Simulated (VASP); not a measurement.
# Sr (I4/mmm) in VASP: further runs

Sr is run at these levels: PBEsol; tasks: single point.

Program: VASP 6.6.1. These are calculated values, not measurements. Logs are shortened: lines on timing, memory, paths and dates and some standing lists are left out, and cuts for length are marked.

**1. The cell of the first run**

Symmetry: I4/mmm, No. 139, tetragonal system. Conventional cell: a = 3.833 Å, b = 3.833 Å, c = 7.665 Å, α = 90.00°, β = 90.00°, γ = 90.00°. Within 5.0 Å of Sr (site symmetry 4/mmm) lie 12 Sr at 3.83 to 4.69 Å.

**2. Single point, PBEsol**

INCAR

```
SYSTEM = Sr
ALGO = Normal
EDIFF = 1E-6
ENCUT = 520
GGA = PS
ISIF = 2
ISMEAR = 0
LASPH = .True.
LCHARG = .False.
LREAL = .False.
LWAVE = .False.
NBANDS = 11
NELM = 100
PREC = Accurate
SIGMA = 0.03
```

KPOINTS

```
k-points
0
Gamma
  10 10 10
  0 0 0
```

POSCAR

```
Sr
1.0
    0.0000000000      2.7105621639      3.8327348998
    2.7105621639      0.0000000000      3.8327348998
    2.7105621639      2.7105621639      0.0000000000
Sr
1
Direct
    0.0000000000      0.0000000000      0.0000000000
```

Potentials or basis: VASP PAW PBE potentials, release 64 (Sr_sv).

Started as:

```console
> cat potpaw_PBE.64/Sr_sv/POTCAR > POTCAR
> mpirun -np 1 vasp_std > vasp.out
```

OUTCAR:

```text
SYSTEM = Sr
   EDIFF = 1E-6
   ENCUT = 520
   GGA = PS
   ISIF = 2
   ISMEAR = 0
   LASPH = .True.
   LREAL = .False.
   NELM = 100
   PREC = Accurate

 ion  position               nearest neighbor table
   1  0.000  0.000  0.000-

  LATTYP: Found a body centered tetragonal cell.
 ALAT       =     3.8333137738
 C/A-ratio  =     1.9996979772

  Lattice vectors:

 A1 = (  -2.7105621639,   0.0000000000,   3.8327348998)
 A2 = (   2.7105621639,   0.0000000000,   3.8327348998)
 A3 = (   0.0000000000,   2.7105621639,  -3.8327348998)

Analysis of symmetry for initial positions (statically):
=====================================================================
 Subroutine PRICEL returns:
 Original cell was already a primitive cell.

 Routine SETGRP: Setting up the symmetry group for a
 body centered tetragonal supercell.

 Subroutine GETGRP returns: Found 16 space group operations
 (whereof 16 operations were pure point group operations)
 out of a pool of 16 trial point group operations.

The static configuration has the point symmetry D_4h.

Analysis of symmetry for dynamics (positions and initial velocities):
=====================================================================
 Subroutine PRICEL returns:
 Original cell was already a primitive cell.

 Routine SETGRP: Setting up the symmetry group for a
 body centered tetragonal supercell.

 Subroutine GETGRP returns: Found 16 space group operations
 (whereof 16 operations were pure point group operations)
 out of a pool of 16 trial point group operations.

The dynamic configuration has the point symmetry D_4h.

 Subroutine INISYM returns: Found 16 space group operations
 (whereof 16 operations are pure point group operations),
 and found     1 'primitive' translations

----------------------------------------------------------------------------------------

                                     Primitive cell

  volume of cell :      56.3193

  direct lattice vectors                    reciprocal lattice vectors
     0.000000000  2.710562164  3.832734900    -0.184463580  0.184463580  0.130455148
     2.710562164  0.000000000  3.832734900     0.184463580 -0.184463580  0.130455148
     2.710562164  2.710562164  0.000000000     0.184463580  0.184463580 -0.130455148

  length of vectors
     4.694358748  4.694358748  3.833313774     0.291671339  0.291671339  0.291671339

  position of ions in fractional coordinates (direct lattice)
     0.000000000  0.000000000  0.000000000

  ion indices of the primitive-cell ions
   primitive index   ion index
                 1           1

----------------------------------------------------------------------------------------

 KPOINTS: k-points

Automatic generation of k-mesh.
 Grid dimensions read from file:
 generate k-points for:   10   10   10

 Generating k-lattice:

  Cartesian coordinates                     Fractional coordinates (reciprocal lattice)
    -0.018446358  0.018446358  0.013045515     0.100000000  0.000000000  0.000000000
     0.018446358 -0.018446358  0.013045515     0.000000000  0.100000000  0.000000000
     0.018446358  0.018446358 -0.013045515     0.000000000  0.000000000  0.100000000

  Length of vectors
     0.029167134  0.029167134  0.029167134

  Shift w.r.t. Gamma in fractional coordinates (k-lattice)
     0.000000000  0.000000000  0.000000000

 Subroutine IBZKPT returns following result:
 ===========================================

 Found    102 irreducible k-points:

 Following reciprocal coordinates:
            Coordinates               Weight
  0.000000  0.000000  0.000000      1.000000
  0.100000 -0.000000  0.000000      8.000000
  0.200000 -0.000000  0.000000      8.000000
  0.300000  0.000000  0.000000      8.000000
  0.400000  0.000000  0.000000      8.000000
  0.500000  0.000000  0.000000      4.000000
[... 16 lines left out ...]
  0.300000  0.300000  0.000000      2.000000
  0.400000  0.300000  0.000000      8.000000
 [... further k-points ...]
   k-points           NKPTS =    102   k-points in BZ     NKDIM =    102   number of bands    NBANDS=     11
   number of dos      NEDOS =    301   number of ions     NIONS =      1
   total plane-waves  NPLWV =  38880
   dimension x,y,z NGX =    36 NGY =   36 NGZ =   30
   dimension x,y,z NGXF=    72 NGYF=   72 NGZF=   60
   ions per type =               1
   NGX,Y,Z   is equivalent  to a cutoff of  12.75, 12.75, 13.01 a.u.
   NGXF,Y,Z  is equivalent  to a cutoff of  25.50, 25.50, 26.02 a.u.
 SYSTEM =  Sr
   PREC   = accura    normal or accurate (medium, high low for compatibility)
   ISTART =      0    job   : 0-new  1-cont  2-samecut
   ICHARG =      2    charge: 1-file 2-atom 10-const
   ISPIN  =      1    spin polarized calculation?
   LNONCOLLINEAR =      F non collinear calculations
   LSORBIT =      F    spin-orbit coupling
   LASPH  =      T    aspherical Exc in radial PAW
   ENCUT  =  520.0 eV  38.22 Ry    6.18 a.u.   8.73  8.73  7.13*2*pi/ulx,y,z
   NELM   =    100;   NELMIN=  2; NELMDL= -5     # of ELM steps
   EDIFF  = 0.1E-05   stopping-criterion for ELM
   LREAL  =      F    real-space projection
   EDIFFG = 0.1E-04   stopping-criterion for IOM
   NSW    =      0    number of steps for IOM
   IBRION =     -1    ionic relax: 0-MD 1-quasi-New 2-CG
   NFREE  =      0    steps in history (QN), initial steepest desc. (CG)
   ISIF   =      2    stress and relaxation
   ISYM   =      2    0-nonsym 1-usesym 2-fastsym
   POTIM  = 0.5000    time-step for ionic-motion
   TEBEG  =    0.0;   TEEND  =   0.0 temperature during run
   PSTRESS=    0.0 pullay stress
   NELECT =      10.0000    total number of electrons
   NUPDOWN=      -1.0000    fix difference up-down
   EMIN   =  10.00;   EMAX   =-10.00  energy-range for DOS
   EFERMI =   0.00;   METHOD = LEGACY
   ISMEAR =     0;   SIGMA  =   0.03  broadening in eV -4-tet -1-fermi 0-gaus
   EFERMI_NEDOS =   21; number of points for ismear=-14 and -15
   IALGO  =     38    algorithm
   IMIX   =      4    mixing-type and parameters
     AMIX     =   0.40;   BMIX     =  1.00
     AMIX_MAG =   1.60;   BMIX_MAG =  1.00
  volume/ion in A,a.u.               =      56.32       380.06
  Fermi-wavevector in a.u.,A,eV,Ry     =   0.920144  1.738819 11.519569  0.846664
  Thomas-Fermi vector in A             =   2.045416
   LORBIT       =      0    0 simple, 1 ext, 2 COOP (PROOUT), +10 PAW based schemes
   GGA     = PS    functional components
   LHFCALC =     F    Hartree Fock is set to
   AEXX    =    0.0000 exact exchange contribution
   IVDW    =     0    specifies the selected vdW correction
   LEPSILON=     F    determine dielectric tensor
   LRPA    =     F    only Hartree local field effects (RPA)
 non-spin polarized calculation
 Gauss-broadening in eV      SIGMA  =   0.03
  energy-cutoff  :      520.00
  volume of cell :       56.32
 maximum number of plane-waves:      1542
   NGX = 17   NGY = 17   NGZ = 15

 number of electron      10.0000000 magnetization

 Free energy of the ion-electron system (eV)
  ---------------------------------------------------
  ext. energy  EPLUGINS =         0.00000000
  ---------------------------------------------------
  free energy    TOTEN  =        -1.68011841 eV

  energy without entropy =       -1.67950509  energy(sigma->0) =       -1.67981175

 E-fermi :   1.2652     XC(G=0):  -7.3481

 val. band max:        1.2639813214   @ k =  -0.4000   0.4000   0.1000
 cond. band min:       1.3273755012   @ k =  -0.3000   0.3000   0.0000
 fundamental gap:      0.0633941798
 Fermi energy:         1.2652162565

 k-point     1 :       0.0000    0.0000    0.0000
  band No.  band energies     occupation
      1     -35.2717      2.00000
      2     -17.1995      2.00000
      3     -17.1296      2.00000
      4     -17.1296      2.00000
      5      -2.1818      2.00000
      6       2.6370      0.00000
      7       3.1717      0.00000
      8       4.7183      0.00000
      9       4.7183      0.00000
     10       6.3879      0.00000
     11       8.1086      0.00000

 k-point     2 :       0.1000   -0.0000    0.0000
  band No.  band energies     occupation
      1     -35.2697      2.00000
      2     -17.2012      2.00000
      3     -17.1590      2.00000
      4     -17.1279      2.00000
      5      -2.0151      2.00000
      6       2.7006      0.00000
      7       3.2069      0.00000
      8       4.3635      0.00000
      9       4.7945      0.00000
     10       6.1544      0.00000
     11       8.4067      0.00000

 k-point     3 :       0.2000   -0.0000    0.0000
  band No.  band energies     occupation
      1     -35.2643      2.00000
      2     -17.2384      2.00000
      3     -17.2020      2.00000
      4     -17.1232      2.00000
      5      -1.5394      2.00000
      6       2.7820      0.00000
      7       3.0709      0.00000
      8       4.0942      0.00000
      9       4.9760      0.00000
     10       5.6917      0.00000
     11       8.6327      0.00000

 k-point     4 :       0.3000    0.0000    0.0000
  band No.  band energies     occupation
      1     -35.2576      2.00000
      2     -17.3306      2.00000
      3     -17.2067      2.00000
      4     -17.1175      2.00000
      5      -0.8274      2.00000
      6       2.4779      0.00000
      7       2.7895      0.00000
      8       4.6049      0.00000
      9       4.9329      0.00000
     10       5.5633      0.00000
     11       7.8408      0.00000

 k-point     5 :       0.4000    0.0000    0.0000
  band No.  band energies     occupation
      1     -35.2522      2.00000
      2     -17.4041      2.00000
      3     -17.2099      2.00000
      4     -17.1128      2.00000
      5      -0.0246      2.00000
      6       1.9391      0.00000
      7       2.6549      0.00000
      8       4.6605      0.00000
      9       5.2752      0.00000
     10       5.8093      0.00000
     11       6.9895      0.00000
[... 211 lines left out ...]
 k-point    21 :      -0.3000    0.2000    0.0000
  band No.  band energies     occupation
      1     -35.2502      2.00000
      2     -17.4289      2.00000
      3     -17.2142      2.00000
      4     -17.1111      2.00000
      5       0.5279      2.00000
      6       1.6364      0.00000
      7       2.3630      0.00000
      8       4.6433      0.00000
      9       5.3892      0.00000
     10       5.7574      0.00000
     11       7.4235      0.00000

 k-point    22 :      -0.2000    0.2000    0.0000
  band No.  band energies     occupation
      1     -35.2527      2.00000
      2     -17.3997      2.00000
      3     -17.2029      2.00000
      4     -17.1113      2.00000
      5      -0.3086      2.00000
      6       2.1000      0.00000
      7       2.7535      0.00000
      8       4.7842      0.00000
      9       4.9365      0.00000
     10       5.4538      0.00000
     11       8.0468      0.00000

 k-point    23 :       0.3000    0.3000    0.0000
  band No.  band energies     occupation
      1     -35.2687      2.00000
      2     -17.2621      2.00000
      3     -17.1387      2.00000
      4     -17.1387      2.00000
      5      -1.1288      2.00000
      6       1.9296      0.00000
      7       2.2366      0.00000
      8       5.5094      0.00000
      9       5.5094      0.00000
     10       6.5137      0.00000
     11       7.2364      0.00000

 k-point    24 :       0.4000    0.3000    0.0000
  band No.  band energies     occupation
      1     -35.2663      2.00000
      2     -17.2713      2.00000
      3     -17.1687      2.00000
      4     -17.1380      2.00000
      5      -0.6808      2.00000
      6       1.6746      0.00000
      7       2.2206      0.00000
      8       5.6935      0.00000
      9       5.7028      0.00000
     10       6.3302      0.00000
     11       6.6239      0.00000

 [... further k-points ...]

------------------------ aborting loop because EDIFF is reached ----------------------------------------

  FORCE on cell =-STRESS in cart. coord.  units (eV):
  Direction    XX          YY          ZZ          XY          YZ          ZX
  --------------------------------------------------------------------------------------
  -------------------------------------------------------------------------------------
  Total        0.2448653      0.2448653     -1.2789104      0.0000000      0.0000000      0.0000000
  in kB        6.9659479      6.9659479    -36.3825536      0.0000000      0.0000000      0.0000000
  external PRESSURE =      -7.4835526 kB  Pullay stress =       0.0000000 kB

 VOLUME and BASIS-vectors are now :
 -----------------------------------------------------------------------------
  energy-cutoff  :      520.00
  volume of cell :       56.32
      direct lattice vectors                 reciprocal lattice vectors
     0.000000000  2.710562164  3.832734900    -0.184463580  0.184463580  0.130455148
     2.710562164  0.000000000  3.832734900     0.184463580 -0.184463580  0.130455148
     2.710562164  2.710562164  0.000000000     0.184463580  0.184463580 -0.130455148

 POSITION                                       TOTAL-FORCE (eV/Angst)
 -----------------------------------------------------------------------------------
      0.00000      0.00000      0.00000         0.000000      0.000000      0.000000
 -----------------------------------------------------------------------------------
    total drift:                               -0.000000     -0.000000      0.000000

  FREE ENERGIE OF THE ION-ELECTRON SYSTEM (eV)
  ---------------------------------------------------
  free  energy   TOTEN  =        -1.6801184084 eV

  energy  without entropy=       -1.6795050889  energy(sigma->0) =       -1.67981175
```

Run time: 74 s. Hardware: 1 thread of Intel Xeon 8259CL, shared host; peak memory 0.22 GiB.

What came out:

| Item | Value |
| --- | --- |
| Free energy | -1.6801 eV |
| Pressure | -0.7 GPa |
| Band gap on the k mesh | zero (bands 5 and 6 overlap by 0.43 eV) |

Stress tensor (GPa, compression positive):
```
 0.70  0.00  0.00
 0.00  0.70  0.00
 0.00  0.00 -3.64
```

Levels at points of the mesh, in eV from the Fermi level:
| k point | band 3 | band 4 | band 5 | band 6 | band 7 | band 8 |
| --- | --- | --- | --- | --- | --- | --- |
| (0.00, 0.00, 0.00) | -18.39 | -18.39 | -3.45 | 1.37 | 1.91 | 3.45 |
| (0.50, 0.00, 0.00) | -18.48 | -18.38 | -0.81 | 0.36 | 1.29 | 3.29 |
| (0.50, 0.50, 0.00) | -18.41 | -18.41 | -1.37 | -0.23 | 0.79 | 4.80 |
| (0.50, 0.00, 0.50) | -18.64 | -18.45 | -0.31 | 0.70 | 2.32 | 3.62 |

Caveat: the PAW data sets were made with another functional, which shifts forces and pressure a little.

**3. Single point, PBEsol**

This run uses another cell than the first one, of the same volume but with other edges.

INCAR

```
SYSTEM = Sr
ALGO = Fast
EDIFF = 1E-7
ENCUT = 520
GGA = PS
ISIF = 2
ISMEAR = 0
LASPH = .True.
LCHARG = .False.
LREAL = .False.
LWAVE = .False.
NBANDS = 11
NELM = 80
PREC = Accurate
SIGMA = 0.03
```

KPOINTS is that of step 2.

POSCAR

```
Sr
1.0
    0.0000000000      3.2117090815      2.7299527193
    3.2117090815      0.0000000000      2.7299527193
    3.2117090815      3.2117090815      0.0000000000
Sr
1
Direct
    0.0000000000      0.0000000000      0.0000000000
```

Potentials or basis: VASP PAW PBE potentials, release 64 (Sr_sv).

Started as:

```console
> cat potpaw_PBE.64/Sr_sv/POTCAR > POTCAR
> mpirun -np 1 vasp_std > vasp.out
```

Run time: 1.7 min. Hardware: 1 thread of Intel Xeon 8259CL, shared host; peak memory 0.22 GiB.

Results (log left out):

```
Free energy            : -1.8217 eV
Pressure               : -1.0 GPa
Band gap on the k mesh : zero (bands 5 and 6 overlap by 0.14 eV)
```

Stress tensor (GPa, compression positive):
```
-1.04  0.00  0.00
 0.00 -1.04  0.00
 0.00  0.00 -0.84
```

Levels at points of the mesh, in eV from the Fermi level:
| k point | band 2 | band 3 | band 4 | band 5 | band 6 | band 7 | band 8 | band 9 |
| --- | --- | --- | --- | --- | --- | --- | --- | --- |
| (0.00, 0.00, 0.00) | -18.54 | -18.54 | -18.53 | -3.67 | 2.11 | 2.11 | 2.85 | 3.01 |
| (0.50, 0.00, 0.00) | -18.72 | -18.59 | -18.54 | -1.14 | 0.03 | 1.61 | 2.70 | 4.31 |
| (0.50, 0.50, 0.00) | -18.70 | -18.65 | -18.65 | -0.39 | 0.07 | 1.99 | 4.32 | 4.32 |
| (0.50, 0.00, 0.50) | -18.72 | -18.61 | -18.57 | -0.83 | 0.54 | 0.56 | 4.22 | 4.54 |

Caveat: the PAW data sets were made with another functional, which shifts forces and pressure a little.

**4. Single point, PBEsol**

This run uses another cell than the first one, of the same volume but with other edges.

INCAR

```
  PREC = Accurate
  ENCUT = 520
  EDIFF = 1E-6
  ISMEAR = 0
  SIGMA = 0.03
  LREAL = False
  LASPH = True
  NELM = 100
  ALGO = Fast
  ISIF = 2
  LWAVE = False
  LCHARG = False
  GGA = PS
  NBANDS = 11
```

KPOINTS

```
regular mesh
0
Gamma
  10 10 10
```

POSCAR

```
Sr
1.0
    0.0000000000      2.8629609625      3.4355531550
    2.8629609625      0.0000000000      3.4355531550
    2.8629609625      2.8629609625      0.0000000000
Sr
1
Direct
    0.0000000000      0.0000000000      0.0000000000
```

Started as:

```console
> cat potpaw_PBE.64/Sr_sv/POTCAR > POTCAR
> mpirun -np 1 vasp_std > vasp.out
```

Wall time 1.8 min (1 thread of Intel Xeon 8259CL, shared host); peak memory 0.23 GiB.

Results (log left out):

| Property | Result |
| --- | --- |
| Free energy | -1.7947 eV |
| Pressure | -1.0 GPa |
| Band gap on the k mesh | zero (bands 5 and 6 overlap by 0.10 eV) |

Stress tensor (GPa, compression positive):
```
-0.32  0.00  0.00
 0.00 -0.32  0.00
 0.00  0.00 -2.25
```

Levels at points of the mesh, in eV from the Fermi level:
```tsv
k point	band 2	band 3	band 4	band 5	band 6	band 7	band 8	band 9
(0.00, 0.00, 0.00)	-18.54	-18.52	-18.52	-3.63	1.70	2.73	2.74	2.74
(0.50, 0.00, 0.00)	-18.73	-18.58	-18.52	-1.10	0.07	1.58	2.73	4.50
(0.50, 0.50, 0.00)	-18.68	-18.55	-18.55	-1.05	0.13	0.56	4.91	4.95
(0.50, 0.00, 0.50)	-18.72	-18.66	-18.58	-0.49	0.34	1.54	4.11	4.30
```

Caveat: the PAW data sets were made with another functional, which shifts forces and pressure a little.

[end of part 1 of 2]

The gap in the log of VASP goes by the Fermi energy; the results here count the filled bands.